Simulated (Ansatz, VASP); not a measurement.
**AlN: VASP beside Ansatz**

```
Al N
1.0
     4.36799    0.00000    0.00000
     0.00000   -4.36799    0.00000
     0.00000    0.00000   -4.36799
Al N
4 4
Direct
  0.00809 0.49191 0.50000
  0.50000 0.00000 0.50000
  0.50000 0.50000 0.00000
  0.00000 0.00000 0.00000
  0.75000 0.75000 0.75000
  0.25000 0.25000 0.75000
  0.25000 0.75000 0.25000
  0.75000 0.25000 0.25000
```

Alike in both runs: task single point; functional PBE; k mesh 6 × 6 × 6; occupations gaussian, width 0.05 eV; no spin polarisation.

|  | VASP | Ansatz |
| --- | --- | --- |
| version | VASP 6.6.1 | Ansatz 0.2.0 |
| potentials or method | VASP PAW PBE potentials, release 64 (Al, N), cutoff 520 eV | scalar-relativistic, plane waves, PAW |
| valence electrons in the cell | 32 | 32 |

Ansatz gave:

```
gap on the k mesh at the Fermi level (eV)                     : 3.16
least direct gap on the mesh (eV)                             : 3.16
pressure (GPa)                                                : 5.0
traceless stress, the component that is largest in VASP (GPa) : -0.63
rms of the force components (eV/Å)                            : 0.251
```

Task: Estimate VASP's values.

Result: gap on the k mesh at the Fermi level (eV): 3.15; least direct gap on the mesh (eV): 3.15; pressure (GPa): 4.7; traceless stress, the component that is largest in VASP (GPa): -0.64; rms of the force components (eV/Å): 0.251.

Atom by atom the forces differ by 0.001 eV/Å (rms over components). The functional is the same, so the differences come from potentials, cutoffs and numerics.
